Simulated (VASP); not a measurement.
## PbO (Litharge): single point with PBEsol

The system is PbO (Litharge).

```xyz
4
Lattice="3.9900 0.0000 0.0000 0.0000 3.9900 0.0000 0.0000 0.0000 5.0100" Properties=species:S:1:pos:R:3 pbc="T T T"
Pb    0.0000    1.9950    1.2024
Pb    1.9950    0.0000    3.8076
O     0.0000    0.0000    0.0000
O     1.9950    1.9950    0.0000
```

| Property | Result |
| --- | --- |
| Program | VASP 6.6.1 |
| Task | single point |
| Functional | PBEsol |
| Potentials or basis | VASP PAW PBE potentials, release 64 (Pb_d, O) |
| Cutoff | 520 eV |
| k mesh | 4 × 4 × 4 |
| Occupations | gaussian, width 0.01 eV |
| Spin | no spin polarisation |

| Item | Value |
| --- | --- |
| Pressure | -0.8 GPa |
| Largest force | 0.291 eV/Å |
| Band gap on the k mesh | 1.10 eV, indirect (least direct gap 2.04 eV) |

Forces in eV/Å, atoms in the order of the input:
```
Pb   0.000  0.000 -0.291
Pb   0.000  0.000  0.291
O    0.000  0.000  0.000
O    0.000  0.000  0.000
```

Stress tensor (GPa, compression positive):
```
-0.67  0.00  0.00
 0.00 -0.67  0.00
 0.00  0.00 -1.05
```

Levels at points of the mesh, in eV from the valence-band top:
```
           k point  band 17  band 18  band 19  band 20  band 21  band 22  band 23  band 24
(0.00, 0.00, 0.00)    -1.64    -1.56    -1.56     0.00     2.35     5.51     5.53     5.53
(0.50, 0.00, 0.00)    -2.92    -2.92    -1.64    -1.64     3.34     3.34     6.58     6.58
(0.50, 0.50, 0.00)    -1.65    -1.65    -0.94    -0.94     1.10     1.10     5.18     5.18
(0.00, 0.00, 0.50)    -1.68    -1.59    -1.59    -0.92     1.94     3.90     3.90     4.18
(0.50, 0.00, 0.50)    -2.88    -2.88    -0.96    -0.96     3.04     3.04     6.22     6.22
(0.50, 0.50, 0.50)    -2.26    -2.26    -0.94    -0.94     3.39     3.39     4.71     4.71
```

Wall time 23 s on 1 thread of Intel(R) Xeon(R) 6975P-C (Granite Rapids), with other jobs on the host, peak memory 0.19 GiB.

Caveat: the PAW data sets were made with another functional, which shifts forces and pressure a little; spin-orbit coupling is left out, which moves the levels of the heavy elements. As with any semilocal functional, this PBEsol gap is likely too small.
